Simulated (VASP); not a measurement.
# MnS (Fm-3m) in VASP: further runs, part 2 of 3

VASP 6.6.1.

**3. Single point, PBE, collinear spin, ferromagnetic start**

This run uses another cell than the first one, of 16.75 Å³/atom.

INCAR

```
PREC = Accurate
ENCUT = 520
EDIFF = 1E-6
ISMEAR = -1
SIGMA = 0.05
LREAL = False
LASPH = True
NELM = 150
ALGO = Normal
ISIF = 2
LWAVE = False
LCHARG = False
ISPIN = 2
MAGMOM = 4 0
LORBIT = 11
LMAXMIX = 4
GGA = PE
NBANDS = 20
```

KPOINTS

```
Automatic mesh
0
Gamma
  7 7 7
```

POSCAR

```
MnS
1.0
    0.0000000000      2.5583816099      2.5583816099
    2.5583816099      0.0000000000      2.5583816099
    2.5583816099      2.5583816099      0.0000000000
Mn S
1 1
Direct
    0.0000000000      0.0000000000      0.0000000000
    0.5000000000      0.5000000000      0.5000000000
```

Potentials or basis: VASP PAW PBE potentials, release 64 (Mn_pv, S).

Command:

```bash
> cat potpaw_PBE.64/Mn_pv/POTCAR potpaw_PBE.64/S/POTCAR > POTCAR
> mpirun -np 1 vasp_std > vasp.out
```

OUTCAR:

```text
PREC = Accurate
   ENCUT = 520
   EDIFF = 1E-6
   ISMEAR = -1
   LREAL = False
   LASPH = True
   NELM = 150
   ISIF = 2
   ISPIN = 2
   LORBIT = 11
   GGA = PE

 ion  position               nearest neighbor table
   1  0.000  0.000  0.000-   2 2.56   2 2.56   2 2.56   2 2.56   2 2.56   2 2.56
   2  0.500  0.500  0.500-   1 2.56   1 2.56   1 2.56   1 2.56   1 2.56   1 2.56

  LATTYP: Found a face centered cubic cell.
 ALAT       =     5.1167632198

  Lattice vectors:

 A1 = (   0.0000000000,   2.5583816099,   2.5583816099)
 A2 = (   2.5583816099,   0.0000000000,   2.5583816099)
 A3 = (   2.5583816099,   2.5583816099,   0.0000000000)

Analysis of symmetry for initial positions (statically):
=====================================================================
 Subroutine PRICEL returns:
 Original cell was already a primitive cell.

 Routine SETGRP: Setting up the symmetry group for a
 face centered cubic supercell.

 Subroutine GETGRP returns: Found 48 space group operations
 (whereof 48 operations were pure point group operations)
 out of a pool of 48 trial point group operations.

The static configuration has the point symmetry O_h .

Analysis of symmetry for dynamics (positions and initial velocities):
=====================================================================
 Subroutine PRICEL returns:
 Original cell was already a primitive cell.

 Routine SETGRP: Setting up the symmetry group for a
 face centered cubic supercell.

 Subroutine GETGRP returns: Found 48 space group operations
 (whereof 48 operations were pure point group operations)
 out of a pool of 48 trial point group operations.

The dynamic configuration has the point symmetry O_h .

Analysis of structural, dynamic, and magnetic symmetry:
=====================================================================
 Subroutine PRICEL returns:
 Original cell was already a primitive cell.

[... 143 lines left out ...]
  ext. energy  EPLUGINS =         0.00000000
  ---------------------------------------------------
  free energy    TOTEN  =       -14.09608390 eV

  energy without entropy =      -14.08884088  energy(sigma->0) =      -14.09246239

 E-fermi :   7.2634     XC(G=0): -10.9129

 val. band max:        7.1581705739   @ k =   0.1429   0.1429   0.0000
 cond. band min:       7.2745540521   @ k =  -0.4286   0.4286   0.1429
 fundamental gap:      0.1163834781
 Fermi energy:         7.2633989620

 spin component 1

 k-point     1 :       0.0000    0.0000    0.0000
  band No.  band energies     occupation
      1     -43.3789      1.00000
      2     -43.3789      1.00000
      3     -43.3789      1.00000
      4      -7.7114      1.00000
      5       3.8515      1.00000
      6       3.8515      1.00000
[... 436 lines left out ...]
      6       1.5410      1.00000
[... 12 lines left out ...]
     19      23.0793      0.00000
     20      24.4657      0.00000
 Fermi energy:         7.2633989620

 spin component 2

 k-point     1 :       0.0000    0.0000    0.0000
  band No.  band energies     occupation
      1     -38.9646      1.00000
      2     -38.9646      1.00000
      3     -38.9646      1.00000
      4      -7.4172      1.00000
      5       5.5166      1.00000
      6       5.5166      1.00000
[... 449 lines left out ...]
     19      23.6429      0.00000
     20      25.0925      0.00000

------------------------ aborting loop because EDIFF is reached ----------------------------------------

  FORCE on cell =-STRESS in cart. coord.  units (eV):
  Direction    XX          YY          ZZ          XY          YZ          ZX
  --------------------------------------------------------------------------------------
  -------------------------------------------------------------------------------------
  Total       -0.0054038     -0.0054038     -0.0054038     -0.0000000     -0.0000000      0.0000000
  in kB       -0.2585156     -0.2585156     -0.2585156     -0.0000000     -0.0000000      0.0000000
  external PRESSURE =      -0.2585156 kB  Pullay stress =       0.0000000 kB

 VOLUME and BASIS-vectors are now :
 -----------------------------------------------------------------------------
  energy-cutoff  :      520.00
  volume of cell :       33.49
      direct lattice vectors                 reciprocal lattice vectors
     0.000000000  2.558381610  2.558381610    -0.195436051  0.195436051  0.195436051
     2.558381610  0.000000000  2.558381610     0.195436051 -0.195436051  0.195436051
     2.558381610  2.558381610  0.000000000     0.195436051  0.195436051 -0.195436051

 POSITION                                       TOTAL-FORCE (eV/Angst)
 -----------------------------------------------------------------------------------
      0.00000      0.00000      0.00000        -0.000000     -0.000000     -0.000000
      2.55838      2.55838      2.55838         0.000000      0.000000      0.000000
 -----------------------------------------------------------------------------------
    total drift:                               -0.000000      0.000000      0.000000

  FREE ENERGIE OF THE ION-ELECTRON SYSTEM (eV)
  ---------------------------------------------------
  free  energy   TOTEN  =       -14.0960838989 eV

  energy  without entropy=      -14.0888408833  energy(sigma->0) =      -14.09246239

 total charge

# of ion       s       p       d       tot
------------------------------------------
    1        0.224   6.179   4.954  11.357
    2        1.328   2.411   0.000   3.739
--------------------------------------------------
tot          1.553   8.590   4.954  15.096

 magnetization (x)

# of ion       s       p       d       tot
------------------------------------------
    1        0.052   0.041   4.062   4.156
    2        0.028   0.070   0.000   0.097
--------------------------------------------------
tot          0.080   0.111   4.062   4.253
```

Wall time 70 s (1 thread of Intel Xeon 8259CL, shared host); peak memory 0.17 GiB.

Results:

* Free energy: -14.0961 eV
* Pressure: 0.0 GPa
* Net moment: 4.58 μB per cell
* Site moments: Mn +4.16; S +0.10 μB
* Valence electrons inside the program's atomic spheres: Mn 11.36; S 3.74

Levels at points of the mesh, in eV from the Fermi level:
Spin up:
| k point | band 8 | band 9 | band 10 | band 11 | band 12 | band 13 | band 14 | band 15 | band 16 | band 17 |
| --- | --- | --- | --- | --- | --- | --- | --- | --- | --- | --- |
| (0.00, 0.00, 0.00) | -3.31 | -3.31 | -1.96 | -1.96 | -1.96 | 2.11 | 8.69 | 8.69 | 8.69 | 10.67 |
Spin down:
| k point | band 5 | band 6 | band 7 | band 8 | band 9 | band 10 |
| --- | --- | --- | --- | --- | --- | --- |
| (0.00, 0.00, 0.00) | -1.75 | -1.75 | -1.75 | 0.15 | 0.15 | 0.15 |

Caveat: a cell with one magnetic atom can't hold antiferromagnetic order, which such compounds often take; semilocal functionals often make such compounds metallic where correlation or magnetic order opens a gap, which also shifts bond lengths. With open d or f shells a metallic result of PBE can be an artefact of self-interaction; +U or a hybrid may open a gap.

**4. Relaxation of cell and atoms, PBE, collinear spin, ferromagnetic start**

This run uses another cell than the first one, of 17.67 Å³/atom.

INCAR

```
SYSTEM = MnS
PREC = Accurate
ENCUT = 600
EDIFF = 1E-7
ISMEAR = -1
SIGMA = 0.05
LREAL = .FALSE.
LASPH = .TRUE.
NELM = 150
ALGO = Normal
ISIF = 3
LWAVE = .FALSE.
LCHARG = .FALSE.
ISPIN = 2
MAGMOM = 4 0
LORBIT = 11
LMAXMIX = 4
GGA = PE
IBRION = 2
NSW = 80
EDIFFG = -0.005
```

KPOINTS

```
regular mesh
0
G
  7 7 7
  0 0 0
```

POSCAR

```
MnS
1.0
    0.0000000000      2.6045000000      2.6045000000
    2.6045000000      0.0000000000      2.6045000000
    2.6045000000      2.6045000000      0.0000000000
Mn S
1 1
Direct
    0.0000000000      0.0000000000      0.0000000000
    0.5000000000      0.5000000000      0.5000000000
```

Command:

```bash
> cat potpaw_PBE.64/Mn_pv/POTCAR potpaw_PBE.64/S/POTCAR > POTCAR
> mpirun -np 1 vasp_std > vasp.out
```

It took 2.8 min on 1 thread of Intel Xeon 8259CL, shared host; peak memory 0.2 GiB.

The run converged. Its results:

```
Free energy                                           : -14.0968 eV
Relaxed volume                                        : 16.75 Å³/atom
Relaxed cell                                          : a = 3.618 Å, b = 3.618 Å, c = 3.618 Å, α = 60.00°, β = 60.00°, γ = 60.00°
Space group after relaxing (to 0.1 Å)                 : Fm-3m (No. 225)
Energy gained by relaxing                             : 9.7 meV/atom
Ionic steps                                           : 3
Pressure after relaxing                               : 0.0 GPa
Net moment                                            : 4.58 μB per cell
Site moments                                          : Mn +4.16; S +0.10 μB
Valence electrons inside the program's atomic spheres : Mn 11.36; S 3.74
```

The path:
| step | energy change (eV) | largest force (eV/Å) | pressure (GPa) | volume (Å³) |
| --- | --- | --- | --- | --- |
| 1 | 0.0000 | 0.0000 | -3.19 | 35.33 |
| 2 | -0.0194 | 0.0000 | -0.15 | 33.57 |
| 3 | -0.0194 | 0.0000 | -0.03 | 33.50 |

Final structure:
```xyz
2
Lattice="0.0000 2.5585 2.5585 2.5585 0.0000 2.5585 2.5585 2.5585 0.0000" Properties=species:S:1:pos:R:3 pbc="T T T"
Mn    0.0000    0.0000    0.0000
S     2.5585    2.5585    2.5585
```

Levels at points of the mesh, in eV from the Fermi level:
Spin up:
```
           k point  band 8  band 9  band 10  band 11  band 12  band 13  band 14  band 15
(0.00, 0.00, 0.00)   -3.31   -3.31    -1.96    -1.96    -1.96     2.11     8.69     8.69
```
Spin down:
| k point | band 4 | band 5 | band 6 | band 7 | band 8 | band 9 | band 10 | band 11 |
| --- | --- | --- | --- | --- | --- | --- | --- | --- |
| (0.00, 0.00, 0.00) | -14.68 | -1.75 | -1.75 | -1.75 | 0.15 | 0.15 | 0.15 | 0.22 |

Caveat: a cell with one magnetic atom can't hold antiferromagnetic order, which such compounds often take; semilocal functionals often make such compounds metallic where correlation or magnetic order opens a gap, which also shifts bond lengths. With open d or f shells a metallic result of PBE can be an artefact of self-interaction; +U or a hybrid may open a gap.

(Continued in part 3 of 3.)
